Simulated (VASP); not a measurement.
# C (I4_1/amd) in VASP: a series of runs

C is run at these levels: PBE; tasks: single point.

Everything below comes from runs of VASP 6.6.1. Logs are shortened: lines on timing, memory, paths and dates and some standing lists are left out, and cuts for length are marked.

## Step 1: The cell of the first run

Symmetry: I4_1/amd, No. 141, tetragonal system. The conventional cell has a = 2.517 Å, b = 2.517 Å, c = 3.703 Å, α = 90.00°, β = 90.00°, γ = 90.00°. Within 2.1 Å of C (site symmetry -4m2) lie 4 C at 1.56 Å.

## Step 2: Single point, PBE (uniaxial z strain +4.0%)

Input file INCAR:

```
PREC = Accurate
ENCUT = 520
EDIFF = 1E-6
ISMEAR = 0
SIGMA = 0.01
LREAL = F
LASPH = T
NELM = 80
ALGO = Normal
ISIF = 2
LWAVE = F
LCHARG = F
GGA = PE
NBANDS = 11
```

Input file KPOINTS:

```
Automatic mesh
0
Gamma
  6 6 6
```

Input file POSCAR:

```
C
1.0
    0.0000000000      1.7801241425      1.8513291082
    1.7801241425      0.0000000000      1.8513291082
    1.7801241425      1.7801241425      0.0000000000
C
2
Direct
    0.0000000000      0.0000000000      0.0000000000
    0.2500000000      0.2500000000      0.2500000000
```

Potentials or basis: VASP PAW PBE potentials, release 64 (C).

On the command line:

```bash
$ cat potpaw_PBE.64/C/POTCAR > POTCAR
$ mpirun -np 1 vasp_std > vasp.out
```

OUTCAR:

```text
PREC = Accurate
   ENCUT = 520
   EDIFF = 1E-6
   ISMEAR = 0
   LREAL = F
   LASPH = T
   NELM = 80
   ISIF = 2
   GGA = PE

 ion  position               nearest neighbor table
   1  0.000  0.000  0.000-   2 1.56   2 1.56   2 1.56   2 1.56
   2  0.250  0.250  0.250-   1 1.56   1 1.56   1 1.56   1 1.56

  LATTYP: Found a body centered tetragonal cell.
 ALAT       =     2.5174757050
 C/A-ratio  =     1.4707821049

  Lattice vectors:

 A1 = (  -1.7801241425,   0.0000000000,   1.8513291082)
 A2 = (   1.7801241425,   0.0000000000,   1.8513291082)
 A3 = (   0.0000000000,   1.7801241425,  -1.8513291082)

Analysis of symmetry for initial positions (statically):
=====================================================================
 Subroutine PRICEL returns:
 Original cell was already a primitive cell.

 Routine SETGRP: Setting up the symmetry group for a
 body centered tetragonal supercell.

 Subroutine GETGRP returns: Found 16 space group operations
 (whereof  8 operations were pure point group operations)
 out of a pool of 16 trial point group operations.

The static configuration has the point symmetry D_2d.
 The point group associated with its full space group is D_4h.

Analysis of symmetry for dynamics (positions and initial velocities):
=====================================================================
 Subroutine PRICEL returns:
 Original cell was already a primitive cell.

 Routine SETGRP: Setting up the symmetry group for a
 body centered tetragonal supercell.

 Subroutine GETGRP returns: Found 16 space group operations
 (whereof  8 operations were pure point group operations)
 out of a pool of 16 trial point group operations.

The dynamic configuration has the point symmetry D_2d.
 The point group associated with its full space group is D_4h.

 Subroutine INISYM returns: Found 16 space group operations
 (whereof  8 operations are pure point group operations),
 and found     1 'primitive' translations

----------------------------------------------------------------------------------------

                                     Primitive cell

  volume of cell :      11.7331

  direct lattice vectors                    reciprocal lattice vectors
     0.000000000  1.780124143  1.851329108    -0.280879287  0.280879287  0.270076238
     1.780124143  0.000000000  1.851329108     0.280879287 -0.280879287  0.270076238
     1.780124143  1.780124143  0.000000000     0.280879287  0.280879287 -0.270076238

  length of vectors
     2.568318794  2.568318794  2.517475705     0.480341047  0.480341047  0.480341047

  position of ions in fractional coordinates (direct lattice)
[... 83 lines left out ...]
   IBRION =     -1    ionic relax: 0-MD 1-quasi-New 2-CG
   NFREE  =      0    steps in history (QN), initial steepest desc. (CG)
   ISIF   =      2    stress and relaxation
   ISYM   =      2    0-nonsym 1-usesym 2-fastsym
   POTIM  = 0.5000    time-step for ionic-motion
   TEBEG  =    0.0;   TEEND  =   0.0 temperature during run
   PSTRESS=    0.0 pullay stress
   NELECT =       8.0000    total number of electrons
   NUPDOWN=      -1.0000    fix difference up-down
   EMIN   =  10.00;   EMAX   =-10.00  energy-range for DOS
   EFERMI =   0.00;   METHOD = LEGACY
   ISMEAR =     0;   SIGMA  =   0.01  broadening in eV -4-tet -1-fermi 0-gaus
   EFERMI_NEDOS =   21; number of points for ismear=-14 and -15
   IALGO  =     38    algorithm
   IMIX   =      4    mixing-type and parameters
     AMIX     =   0.40;   BMIX     =  1.00
     AMIX_MAG =   1.60;   BMIX_MAG =  1.00
  volume/ion in A,a.u.               =       5.87        39.59
  Fermi-wavevector in a.u.,A,eV,Ry     =   1.440899  2.722904 28.248264  2.076189
  Thomas-Fermi vector in A             =   2.559591
   LORBIT       =      0    0 simple, 1 ext, 2 COOP (PROOUT), +10 PAW based schemes
   GGA     = PE    functional components
   LHFCALC =     F    Hartree Fock is set to
   AEXX    =    0.0000 exact exchange contribution
   IVDW    =     0    specifies the selected vdW correction
   LEPSILON=     F    determine dielectric tensor
   LRPA    =     F    only Hartree local field effects (RPA)
 non-spin polarized calculation
 Gauss-broadening in eV      SIGMA  =   0.01
  energy-cutoff  :      520.00
  volume of cell :       11.73
 maximum number of plane-waves:       334
   NGX =  9   NGY =  9   NGZ =  9

 number of electron       8.0000000 magnetization

 Free energy of the ion-electron system (eV)
  ---------------------------------------------------
  ext. energy  EPLUGINS =         0.00000000
  ---------------------------------------------------
  free energy    TOTEN  =       -18.13055905 eV

  energy without entropy =      -18.13055905  energy(sigma->0) =      -18.13055905

 E-fermi :   9.6253     XC(G=0): -13.0828

 val. band max:        9.4542044999   @ k =   0.0000   0.0000   0.0000
 cond. band min:      13.0454871783   @ k =   0.3333   0.0000   0.3333
 fundamental gap:      3.5912826784
 Fermi energy:         9.6252586963

 k-point     1 :       0.0000    0.0000    0.0000
  band No.  band energies     occupation
      1     -11.7766      2.00000
      2       8.8520      2.00000
      3       9.4542      2.00000
      4       9.4542      2.00000
      5      14.6044      0.00000
      6      14.6044      0.00000
      7      15.0824      0.00000
      8      21.7897      0.00000
      9      28.1357      0.00000
     10      34.2395      0.00000
     11      35.1061      0.00000
[... 309 lines left out ...]
 k-point    24 :       0.5000    0.0000    0.3333
  band No.  band energies     occupation
      1      -5.1999      2.00000
      2      -0.6927      2.00000
      3       1.8461      2.00000
      4       3.6242      2.00000
      5      14.1466      0.00000
      6      17.1460      0.00000
      7      23.3287      0.00000
      8      24.3186      0.00000
      9      30.0908      0.00000
     10      32.2123      0.00000
     11      37.7433      0.00000

 [... further k-points ...]
[... 5 lines left out ...]
  --------------------------------------------------------------------------------------
  -------------------------------------------------------------------------------------
  Total        0.0475318      0.0475318     -2.6216471      0.0000000      0.0000000      0.0000000
  in kB        6.4905354      6.4905354   -357.9897598      0.0000000      0.0000000      0.0000000
  external PRESSURE =    -115.0028964 kB  Pullay stress =       0.0000000 kB

 VOLUME and BASIS-vectors are now :
 -----------------------------------------------------------------------------
  energy-cutoff  :      520.00
  volume of cell :       11.73
      direct lattice vectors                 reciprocal lattice vectors
     0.000000000  1.780124143  1.851329108    -0.280879287  0.280879287  0.270076238
     1.780124143  0.000000000  1.851329108     0.280879287 -0.280879287  0.270076238
     1.780124143  1.780124143  0.000000000     0.280879287  0.280879287 -0.270076238

 POSITION                                       TOTAL-FORCE (eV/Angst)
 -----------------------------------------------------------------------------------
      0.00000      0.00000      0.00000        -0.000000     -0.000000      0.000000
      0.89006      0.89006      0.92566         0.000000      0.000000      0.000000
 -----------------------------------------------------------------------------------
    total drift:                                0.000000      0.000000      0.000000

  FREE ENERGIE OF THE ION-ELECTRON SYSTEM (eV)
  ---------------------------------------------------
  free  energy   TOTEN  =       -18.1305590485 eV

  energy  without entropy=      -18.1305590485  energy(sigma->0) =      -18.13055905
```

OSZICAR:

```text
N       E                     dE             d eps       ncg     rms          rms(c)
DAV:   1     0.672139943399E+00    0.67214E+00   -0.48434E+03   676   0.716E+02
DAV:   2    -0.183516604664E+02   -0.19024E+02   -0.18528E+02   901   0.128E+02
DAV:   3    -0.187054691912E+02   -0.35381E+00   -0.35302E+00   756   0.129E+01
DAV:   4    -0.187060523283E+02   -0.58314E-03   -0.58312E-03   731   0.677E-01
DAV:   5    -0.187060530831E+02   -0.75482E-06   -0.75481E-06   753   0.214E-02    0.532E+00
DAV:   6    -0.182743214742E+02    0.43173E+00   -0.22496E-01   675   0.332E+00    0.318E+00
DAV:   7    -0.181287668903E+02    0.14555E+00   -0.27900E-01   693   0.374E+00    0.703E-01
DAV:   8    -0.181304946656E+02   -0.17278E-02   -0.78840E-03   681   0.656E-01    0.428E-02
DAV:   9    -0.181305391090E+02   -0.44443E-04   -0.64645E-05   790   0.646E-02    0.236E-02
DAV:  10    -0.181305589797E+02   -0.19871E-04   -0.15633E-05   693   0.342E-02    0.515E-03
DAV:  11    -0.181305590485E+02   -0.68847E-07   -0.26035E-07   573   0.458E-03
   1 F= -.18130559E+02 E0= -.18130559E+02  d E =-.441597-131
```

Wall time 5.8 s (1 thread of AMD EPYC 7R13, shared host); peak memory 0.12 GiB.

What came out:

```
Free energy            : -18.1306 eV
Pressure               : -11.5 GPa
Band gap on the k mesh : 3.59 eV, indirect (least direct gap 5.15 eV)
```

Caveat: the k points lie up to 0.50 Å⁻¹ apart; the cell differs from its parent crystal (uniaxial z strain +4.0%). A k mesh can miss the band edges.

## Step 3: Single point, PBE (uniaxial z strain -4.0%)

Input file INCAR:

```
PREC = Accurate ; ENCUT = 520
EDIFF = 1E-7 ; ISMEAR = -1
SIGMA = 0.02 ; LREAL = False
LASPH = True ; NELM = 100
ALGO = Normal ; ISIF = 2
LWAVE = False ; LCHARG = False
GGA = PE ; NBANDS = 11
```

Input file KPOINTS:

```
regular mesh
0
Gamma
  12 12 12
```

Input file POSCAR:

```
C
1.0
    0.0000000000      1.7801241425      1.7089191768
    1.7801241425      0.0000000000      1.7089191768
    1.7801241425      1.7801241425      0.0000000000
C
2
Direct
    0.0000000000      0.0000000000      0.0000000000
    0.2500000000      0.2500000000      0.2500000000
```

Potentials or basis: VASP PAW PBE potentials, release 64 (C).

On the command line:

```bash
$ cat potpaw_PBE.64/C/POTCAR > POTCAR
$ mpirun -np 1 vasp_std > vasp.out
```

It took 20 s on 1 thread of AMD EPYC 7R13, shared host; peak memory 0.13 GiB.

It converged, with:

```
Free energy            : -18.1065 eV
Pressure               : 24.8 GPa
Band gap on the k mesh : 3.21 eV, indirect (least direct gap 4.99 eV)
```

Stress tensor (GPa, compression positive):
```
12.09  0.00  0.00
 0.00 12.09  0.00
 0.00  0.00 50.24
```

Levels at points of the mesh, in eV from the valence-band top:
| k point | band 2 | band 3 | band 4 | band 5 | band 6 | band 7 |
| --- | --- | --- | --- | --- | --- | --- |
| (0.00, 0.00, 0.00) | -0.61 | -0.61 | 0.00 | 4.98 | 5.50 | 5.50 |
| (0.50, 0.00, 0.00) | -14.30 | -3.69 | -2.96 | 7.92 | 8.05 | 9.59 |
| (0.50, 0.50, 0.00) | -13.05 | -7.40 | -7.40 | 3.80 | 3.80 | 17.25 |
| (0.50, 0.00, 0.50) | -13.72 | -6.76 | -6.76 | 4.79 | 4.79 | 16.96 |

Caveat: the cell differs from its parent crystal (uniaxial z strain -4.0%). A k mesh can miss the band edges.

(Part 1 of 2 ends here.)
